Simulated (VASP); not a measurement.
Here is a VASP 6.6.1 calculation.

INCAR

```
PREC = Accurate
ENCUT = 600
EDIFF = 1E-6
ISMEAR = 0
SIGMA = 0.01
LREAL = False
LASPH = True
NELM = 120
ALGO = Normal
ISIF = 2
LWAVE = False
LCHARG = False
GGA = PE
NBANDS = 11
GGA_COMPAT = False
```

The input KPOINTS:

```
regular mesh
0
Gamma
  4 4 4
```

POSCAR

```
MgSe
1.0
    0.0000000000      2.7337235204      2.7337235204
    2.7337235204      0.0000000000      2.7337235204
    2.7337235204      2.7337235204      0.0000000000
Mg Se
1 1
Direct
    0.0000000000      0.0000000000      0.0000000000
    0.5000000000      0.5000000000      0.5000000000
```

Potentials or basis: VASP PAW PBE potentials, release 64 (Mg, Se).

Command:

```sh
$ cat potpaw_PBE.64/Mg/POTCAR potpaw_PBE.64/Se/POTCAR > POTCAR
$ mpirun -np 1 vasp_std > vasp.out
```

Problem. Predict the band gap on the k mesh.

Solution. 1.75 eV, indirect (least direct gap 2.52 eV).

Problem. What does it give for the pressure?

Solution. 1.7 GPa.

Caveat: the k points lie up to 0.50 Å⁻¹ apart. A k mesh can miss the band edges.
